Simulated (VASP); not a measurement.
Here is a VASP 6.6.1 calculation.

INCAR

```
PREC = Accurate ; ENCUT = 520
EDIFF = 1E-7 ; ISMEAR = 0
SIGMA = 0.1 ; LREAL = F
LASPH = T ; NELM = 100
ALGO = Normal ; ISIF = 2
LWAVE = F ; LCHARG = F
LDIPOL = T ; IDIPOL = 3
DIPOL = 0.5 0.5 0.479 ; GGA = PS
NBANDS = 50
```

File KPOINTS:

```
Automatic mesh
0
Gamma
  10 5 1
```

The input POSCAR:

```
Mo3HS6
1.0
    3.1204068985      0.0000000000      0.0000000000
   -1.5602034492      6.1523257957      0.0000000000
    0.0000000000      0.0000000000     25.6597815141
S Mo H
6 3 1
Direct
    0.8927216587      0.7854433174      0.3312576919
    0.1715891272      0.3431782543      0.3824398182
    0.4248770516      0.8497541032      0.4354374436
    0.7047428115      0.4094654124      0.4861970894
    0.9628665561      0.9257405526      0.5411345583
    0.1730160878      0.3460381128      0.6172031673
    0.5321553930      0.0643107859      0.3568487551
    0.0634283179      0.1268429315      0.4560351157
    0.6028601598      0.2057221030      0.5588565878
    0.3396827545      1.1793714461      0.6274811471
```

Potentials or basis: VASP PAW PBE potentials, release 64 (S, Mo_sv, H).

Launch:

```bash
$ cat potpaw_PBE.64/S/POTCAR potpaw_PBE.64/Mo_sv/POTCAR potpaw_PBE.64/H/POTCAR > POTCAR
$ mpirun -np 1 vasp_std > vasp.out
```

(1) Predict the largest force.

(2) Predict the band gap on the k mesh.

## Answers

(1) 4.002 eV/Å.

(2) zero (an odd number of electrons rules out a gap without spin polarisation).

Caveat: the PAW data sets were made with another functional, which shifts forces and pressure a little.
